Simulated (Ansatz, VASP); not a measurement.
One calculation of TaN, two programs

```xyz
2
Lattice="2.6920 0.0000 0.0000 -1.3460 2.3313 0.0000 0.0000 0.0000 3.4341" Properties=species:S:1:pos:R:3 pbc="T T T"
Ta    0.0000    1.5542    1.7170
N     0.0000    0.0000    0.0000
```

Alike in both runs: task single point; functional PBEsol; k mesh 24 × 24 × 18; occupations gaussian, width 0.15 eV; no spin polarisation.

|  | VASP | Ansatz |
| --- | --- | --- |
| version | VASP 6.6.1 | Ansatz 0.2.0 |
| potentials or method | VASP PAW PBE potentials, release 64 (Ta_pv, N), cutoff 520 eV | scalar-relativistic, plane waves, PAW |
| valence electrons in the cell | 16 | 18 |

VASP gave:

* gap on the k mesh at the Fermi level (eV): none
* pressure (GPa): 1.9
* traceless stress, the component that is largest in VASP (GPa): -107.33

Problem. Estimate Ansatz's values.

Solution. gap on the k mesh at the Fermi level (eV): none; pressure (GPa): 1.1; traceless stress, the component that is largest in VASP (GPa): -107.41.

VASP's potentials were made for PBE, not for PBEsol. A gap of «none» marks a metal or a gap that the smearing closes. VASP's potentials hold 16 valence electrons a cell and Ansatz's 18, so a difference there can come from the potentials and not from the codes.

Spin-orbit coupling is off throughout.
